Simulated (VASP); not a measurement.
# Mg4Se (P-43m) in VASP: a series of runs, part 2 of 3

VASP 6.6.1. Earlier steps stand in the parts before.

**3. Single point, PBE**

This run uses another cell than the first one, of 26.73 Å³/atom.

INCAR

```
SYSTEM = Mg4Se
  PREC = Accurate
  ENCUT = 520
  EDIFF = 1E-6
  ISMEAR = 0
  SIGMA = 0.1
  LREAL = .FALSE.
  LASPH = .TRUE.
  NELM = 80
  ALGO = Normal
  ISIF = 2
  LWAVE = .FALSE.
  LCHARG = .FALSE.
  GGA = PE
  NBANDS = 15
```

KPOINTS

```
Automatic mesh
0
G
  4 4 4
  0 0 0
```

POSCAR

```
Mg4Se
1.0
    5.1128786345      0.0000000000      0.0000000000
    0.0000000000      5.1128786345      0.0000000000
    0.0000000000      0.0000000000      5.1128786345
Mg Se
4 1
Direct
    0.2901211561      0.2901211561      0.2901211561
    0.7098788439      0.7098788439      0.2901211561
    0.2901211561      0.7098788439      0.7098788439
    0.7098788439      0.2901211561      0.7098788439
    0.0000000000      0.0000000000      0.0000000000
```

Potentials or basis: VASP PAW PBE potentials, release 64 (Mg, Se).

On the command line:

```
$ cat potpaw_PBE.64/Mg/POTCAR potpaw_PBE.64/Se/POTCAR > POTCAR
$ mpirun -np 1 vasp_std > vasp.out
```

OUTCAR:

```text
SYSTEM = Mg4Se
   PREC = Accurate
   ENCUT = 520
   EDIFF = 1E-6
   ISMEAR = 0
   LREAL = .FALSE.
   LASPH = .TRUE.
   NELM = 80
   ISIF = 2
   GGA = PE

 ion  position               nearest neighbor table
   1  0.290  0.290  0.290-   5 2.57   3 3.04   4 3.04   2 3.04
   2  0.710  0.710  0.290-   5 2.57   3 3.04   4 3.04   1 3.04
   3  0.290  0.710  0.710-   5 2.57   2 3.04   4 3.04   1 3.04
   4  0.710  0.290  0.710-   5 2.57   2 3.04   3 3.04   1 3.04
   5  0.000  0.000  0.000-   1 2.57   2 2.57   3 2.57   4 2.57

  LATTYP: Found a simple cubic cell.
 ALAT       =     5.1128786345

  Lattice vectors:

 A1 = (   5.1128786345,   0.0000000000,   0.0000000000)
 A2 = (   0.0000000000,   5.1128786345,   0.0000000000)
 A3 = (   0.0000000000,   0.0000000000,   5.1128786345)

Analysis of symmetry for initial positions (statically):
=====================================================================
 Subroutine PRICEL returns:
 Original cell was already a primitive cell.

 Routine SETGRP: Setting up the symmetry group for a
 simple cubic supercell.

 Subroutine GETGRP returns: Found 24 space group operations
 (whereof 24 operations were pure point group operations)
 out of a pool of 48 trial point group operations.

The static configuration has the point symmetry T_d .

Analysis of symmetry for dynamics (positions and initial velocities):
=====================================================================
 Subroutine PRICEL returns:
 Original cell was already a primitive cell.

 Routine SETGRP: Setting up the symmetry group for a
 simple cubic supercell.

 Subroutine GETGRP returns: Found 24 space group operations
 (whereof 24 operations were pure point group operations)
 out of a pool of 48 trial point group operations.

The dynamic configuration has the point symmetry T_d .

 Subroutine INISYM returns: Found 24 space group operations
 (whereof 24 operations are pure point group operations),
 and found     1 'primitive' translations

----------------------------------------------------------------------------------------

                                     Primitive cell

  volume of cell :     133.6585

  direct lattice vectors                    reciprocal lattice vectors
     5.112878635  0.000000000  0.000000000     0.195584537  0.000000000  0.000000000
     0.000000000  5.112878635  0.000000000     0.000000000  0.195584537  0.000000000
     0.000000000  0.000000000  5.112878635     0.000000000  0.000000000  0.195584537

  length of vectors
     5.112878635  5.112878635  5.112878635     0.195584537  0.195584537  0.195584537

  position of ions in fractional coordinates (direct lattice)
     0.290121156  0.290121156  0.290121156
     0.709878844  0.709878844  0.290121156
     0.290121156  0.709878844  0.709878844
     0.709878844  0.290121156  0.709878844
     0.000000000  0.000000000  0.000000000

  ion indices of the primitive-cell ions
   primitive index   ion index
                 1           1
                 2           2
                 3           3
                 4           4
[... 40 lines left out ...]
   k-points           NKPTS =     10   k-points in BZ     NKDIM =     10   number of bands    NBANDS=     15
   number of dos      NEDOS =    301   number of ions     NIONS =      5
   total plane-waves  NPLWV =  64000
   dimension x,y,z NGX =    40 NGY =   40 NGZ =   40
   dimension x,y,z NGXF=    80 NGYF=   80 NGZF=   80
   ions per type =               4   1
   NGX,Y,Z   is equivalent  to a cutoff of  13.01, 13.01, 13.01 a.u.
   NGXF,Y,Z  is equivalent  to a cutoff of  26.01, 26.01, 26.01 a.u.
 SYSTEM =  Mg4Se
   PREC   = accura    normal or accurate (medium, high low for compatibility)
   ISTART =      0    job   : 0-new  1-cont  2-samecut
   ICHARG =      2    charge: 1-file 2-atom 10-const
   ISPIN  =      1    spin polarized calculation?
   LNONCOLLINEAR =      F non collinear calculations
   LSORBIT =      F    spin-orbit coupling
   LASPH  =      T    aspherical Exc in radial PAW
   ENCUT  =  520.0 eV  38.22 Ry    6.18 a.u.   9.51  9.51  9.51*2*pi/ulx,y,z
   NELM   =     80;   NELMIN=  2; NELMDL= -5     # of ELM steps
   EDIFF  = 0.1E-05   stopping-criterion for ELM
   LREAL  =      F    real-space projection
   EDIFFG = 0.1E-04   stopping-criterion for IOM
   NSW    =      0    number of steps for IOM
   IBRION =     -1    ionic relax: 0-MD 1-quasi-New 2-CG
   NFREE  =      0    steps in history (QN), initial steepest desc. (CG)
   ISIF   =      2    stress and relaxation
   ISYM   =      2    0-nonsym 1-usesym 2-fastsym
   POTIM  = 0.5000    time-step for ionic-motion
   TEBEG  =    0.0;   TEEND  =   0.0 temperature during run
   PSTRESS=    0.0 pullay stress
   NELECT =      14.0000    total number of electrons
   NUPDOWN=      -1.0000    fix difference up-down
   EMIN   =  10.00;   EMAX   =-10.00  energy-range for DOS
   EFERMI =   0.00;   METHOD = LEGACY
   ISMEAR =     0;   SIGMA  =   0.10  broadening in eV -4-tet -1-fermi 0-gaus
   EFERMI_NEDOS =   21; number of points for ismear=-14 and -15
   IALGO  =     38    algorithm
   IMIX   =      4    mixing-type and parameters
     AMIX     =   0.40;   BMIX     =  1.00
     AMIX_MAG =   1.60;   BMIX_MAG =  1.00
  volume/ion in A,a.u.               =      26.73       180.39
  Fermi-wavevector in a.u.,A,eV,Ry     =   0.771706  1.458313  8.102685  0.595531
  Thomas-Fermi vector in A             =   1.873182
   LORBIT       =      0    0 simple, 1 ext, 2 COOP (PROOUT), +10 PAW based schemes
   GGA     = PE    functional components
   LHFCALC =     F    Hartree Fock is set to
   AEXX    =    0.0000 exact exchange contribution
   IVDW    =     0    specifies the selected vdW correction
   LEPSILON=     F    determine dielectric tensor
   LRPA    =     F    only Hartree local field effects (RPA)
 non-spin polarized calculation
 Gauss-broadening in eV      SIGMA  =   0.10
  energy-cutoff  :      520.00
  volume of cell :      133.66
 maximum number of plane-waves:      3695
 NGX is ok and might be reduce to    40
   NGX = 19   NGY = 19   NGZ = 19

 number of electron      14.0000001 magnetization

 Free energy of the ion-electron system (eV)
  ---------------------------------------------------
  ext. energy  EPLUGINS =         0.00000000
  ---------------------------------------------------
  free energy    TOTEN  =       -10.45237398 eV

  energy without entropy =      -10.43343604  energy(sigma->0) =      -10.44290501

 E-fermi :   2.0311     XC(G=0):  -8.1160

 val. band max:        1.9871856574   @ k =   0.2500   0.2500   0.0000
 cond. band min:       2.2821488984   @ k =   0.2500   0.0000   0.0000
 fundamental gap:      0.2949632410
 Fermi energy:         2.0311011132

 k-point     1 :       0.0000    0.0000    0.0000
  band No.  band energies     occupation
      1     -11.1766      2.00000
      2      -2.6513      2.00000
      3      -1.4793      2.00000
      4      -1.4793      2.00000
      5      -1.4793      2.00000
      6       1.9538      1.72554
      7       1.9538      1.72554
      8       3.8368      0.00000
      9       3.9941      0.00000
     10       3.9941      0.00000
     11       3.9941      0.00000
     12       7.2646      0.00000
     13       7.2646      0.00000
     14       7.4500      0.00000
[... 149 lines left out ...]
      2      -2.0937      2.00000
      3      -2.0937      2.00000
      4      -2.0937      2.00000
      5      -0.4630      2.00000
      6       0.4632      2.00000
      7       0.4632      2.00000
      8       0.4632      2.00000
      9       5.1528      0.00000
     10       5.1528      0.00000
     11       5.1528      0.00000
     12       8.0219      0.00000
     13       9.3819      0.00000
     14       9.3819      0.00000
     15       9.3819      0.00000

------------------------ aborting loop because EDIFF is reached ----------------------------------------

  FORCE on cell =-STRESS in cart. coord.  units (eV):
  Direction    XX          YY          ZZ          XY          YZ          ZX
  --------------------------------------------------------------------------------------
  -------------------------------------------------------------------------------------
  Total        0.0237126      0.0237126      0.0237126      0.0000000     -0.0000000      0.0000000
  in kB        0.2842456      0.2842456      0.2842456      0.0000000     -0.0000000      0.0000000
  external PRESSURE =       0.2842456 kB  Pullay stress =       0.0000000 kB

 VOLUME and BASIS-vectors are now :
 -----------------------------------------------------------------------------
  energy-cutoff  :      520.00
  volume of cell :      133.66
      direct lattice vectors                 reciprocal lattice vectors
     5.112878635  0.000000000  0.000000000     0.195584537  0.000000000  0.000000000
     0.000000000  5.112878635  0.000000000     0.000000000  0.195584537  0.000000000
     0.000000000  0.000000000  5.112878635     0.000000000  0.000000000  0.195584537

 POSITION                                       TOTAL-FORCE (eV/Angst)
 -----------------------------------------------------------------------------------
      1.48335      1.48335      1.48335         0.013649      0.013649      0.013649
      3.62952      3.62952      1.48335        -0.013649     -0.013649      0.013649
      1.48335      3.62952      3.62952         0.013649     -0.013649     -0.013649
      3.62952      1.48335      3.62952        -0.013649      0.013649     -0.013649
      0.00000      0.00000      0.00000        -0.000000      0.000000      0.000000
 -----------------------------------------------------------------------------------
    total drift:                               -0.000000     -0.000000     -0.000000

  FREE ENERGIE OF THE ION-ELECTRON SYSTEM (eV)
  ---------------------------------------------------
  free  energy   TOTEN  =       -10.4523739815 eV

  energy  without entropy=      -10.4334360449  energy(sigma->0) =      -10.44290501
```

OSZICAR:

```text
N       E                     dE             d eps       ncg     rms          rms(c)
DAV:   1     0.271244768429E+02    0.27124E+02   -0.44475E+03   300   0.701E+02
DAV:   2    -0.765597425400E+01   -0.34780E+02   -0.30786E+02   416   0.862E+01
DAV:   3    -0.108665997083E+02   -0.32106E+01   -0.31894E+01   370   0.252E+01
DAV:   4    -0.109002033898E+02   -0.33604E-01   -0.33598E-01   391   0.326E+00
DAV:   5    -0.109004746048E+02   -0.27121E-03   -0.27121E-03   398   0.315E-01    0.395E+00
DAV:   6    -0.104911530976E+02    0.40932E+00   -0.66351E-01   356   0.360E+00    0.233E+00
DAV:   7    -0.104579111370E+02    0.33242E-01   -0.29852E-01   370   0.226E+00    0.109E+00
DAV:   8    -0.104547662439E+02    0.31449E-02   -0.41840E-02   356   0.100E+00    0.273E-01
DAV:   9    -0.104524235888E+02    0.23427E-02   -0.13718E-02   370   0.621E-01    0.988E-02
DAV:  10    -0.104523782525E+02    0.45336E-04   -0.16490E-03   349   0.238E-01    0.300E-02
DAV:  11    -0.104523796326E+02   -0.13801E-05   -0.14619E-04   419   0.656E-02    0.163E-02
DAV:  12    -0.104523732770E+02    0.63556E-05   -0.30353E-05   363   0.226E-02    0.357E-03
DAV:  13    -0.104523739815E+02   -0.70450E-06   -0.46076E-06   405   0.996E-03
   1 F= -.10452374E+02 E0= -.10442905E+02  d E =-.189379E-01
```

stdout:

```text
POSCAR found type information on POSCAR MgSe
 POSCAR found :  2 types and       5 ions
 scaLAPACK will be used
 LDA part: xc-table for (Slater+PW92), standard interpolation
 POSCAR, INCAR and KPOINTS ok, starting setup
 FFT: planning ... GRIDC
 FFT: planning ... GRID_SOFT
 FFT: planning ... GRID
 WAVECAR not read
 entering main loop
```

It took 13 s on 1 thread of Intel Xeon 6975P-C (Granite Rapids), shared host; peak memory 0.23 GiB.

What came out:

| Quantity | Value |
| --- | --- |
| Free energy | -10.4524 eV |
| Pressure | 0.0 GPa |
| Largest force | 0.024 eV/Å |
| Band gap on the k mesh | zero (bands 7 and 8 overlap by 2.61 eV) |

Forces in eV/Å, atoms in the order of the input:
```
Mg   0.014  0.014  0.014
Mg  -0.014 -0.014  0.014
Mg   0.014 -0.014 -0.014
Mg  -0.014  0.014 -0.014
Se   0.000  0.000  0.000
```

(Continued in part 3 of 3.)
